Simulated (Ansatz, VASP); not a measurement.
One calculation of Bi, two programs

```
Bi
1.0
     2.26750    1.30914    3.93800
    -2.26750    1.30914    3.93800
     0.00000   -2.61828    3.93800
Bi
2
Cartesian
  0.0000 0.0000 9.0495
  0.0000 0.0000 2.7645
```

Alike in both runs: functional PBE; k mesh 4 × 4 × 4; occupations fermi-dirac, width 0.05 eV; no spin polarisation.

|  | VASP | Ansatz |
| --- | --- | --- |
| version | VASP 6.6.1 | Ansatz 0.2.0 |
| potentials or method | VASP PAW PBE potentials, release 64 (Bi_d) | Ansatz PAW |
| plane-wave cutoff (eV) | 520 | 420 |
| valence electrons in the cell | 30 | 30 |
| task | single point | projected density of states |

Ansatz gave:

| Item | Value |
| --- | --- |
| gap on the k mesh at the Fermi level (eV) | none |
| pressure (GPa) | 2.0 |
| traceless stress, the component that is largest in VASP (GPa) | -0.44 |
| rms of the force components (eV/Å) | 0.017 |

Question: Which values does VASP return?

Answer: gap on the k mesh at the Fermi level (eV): none; pressure (GPa): 1.9; traceless stress, the component that is largest in VASP (GPa): -0.44; rms of the force components (eV/Å): 0.014.

Atom by atom the forces differ by 0.003 eV/Å (rms over components). A gap of «none» marks a metal or a gap that the smearing closes. With one functional, cell and mesh, what is left measures potentials, basis and numerics.

The k mesh is coarse, so the values compare programs but aren't converged. Neither program's run includes spin-orbit coupling.
